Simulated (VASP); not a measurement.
Set up this calculation in VASP 6.6.1, as the native input.

```yaml
Task: relaxation of cell and atoms
Functional: PBEsol
Potentials_or_basis: VASP PAW PBE potentials, release 64 (Sc_sv)
Cutoff: 600 eV
k_mesh: 21 × 21 × 18
Occupations: gaussian, width 0.1 eV
Spin: no spin polarisation
Dipole_correction: no
Further_INCAR_settings: ALGO = Fast; EDIFF = 1e-07; IBRION = 2; EDIFFG = -0.01; NSW = 100; ISIF = 3
```

The structure of Sc lies in POSCAR:

```
Sc
1.0
    3.1553832648      0.0000000000      0.0000000000
   -1.5776916324      2.7326420660      0.0000000000
    0.0000000000      0.0000000000      2.9483112381
Sc
1
Direct
    0.0000000000      0.0000000000      0.0000000000
```

This isn't the form of Sc at room conditions, which is hcp.

One way to write it, as run:

INCAR

```
PREC     = Accurate       # precision mode
ENCUT    = 600            # plane-wave cutoff, eV
EDIFF    = 1E-7           # SCF threshold, eV
ISMEAR   = 0              # smearing method
SIGMA    = 0.1            # smearing width, eV
LREAL    = F              # projectors in reciprocal space
LASPH    = T              # aspherical terms in the spheres
NELM     = 60             # most SCF steps
ALGO     = Fast           # electronic algorithm
ISIF     = 3              # what is computed and relaxed
LWAVE    = F              # write WAVECAR
LCHARG   = F              # write CHGCAR
GGA      = PS             # functional
IBRION   = 2              # ionic algorithm
NSW      = 100            # ionic steps
EDIFFG   = -0.01          # ionic threshold
```

KPOINTS

```
Automatic mesh
0
Gamma
  21 21 18
```

Potentials or basis: VASP PAW PBE potentials, release 64 (Sc_sv).

Command:

```console
$ cat potpaw_PBE.64/Sc_sv/POTCAR > POTCAR
$ mpirun -np 1 vasp_std > vasp.out
```

Results of the run:

```
Relaxed volume                        : 24.06 Å³/atom
Relaxed cell                          : a = 3.096 Å, b = 3.096 Å, c = 2.899 Å, α = 90.00°, β = 90.00°, γ = 120.00°
Space group after relaxing (to 0.1 Å) : P6/mmm (No. 191)
Energy gained by relaxing             : 10.9 meV/atom
Ionic steps                           : 6
Pressure after relaxing               : 0.0 GPa
Band gap on the k mesh                : zero (an odd number of electrons rules out a gap without spin polarisation)
```

Caveat: the PAW data sets were made with another functional, which shifts forces and pressure a little.

It took 4.3 min on 1 thread of Intel(R) Xeon(R) 6975P-C (Granite Rapids), on a shared host, peak memory 0.28 GiB.
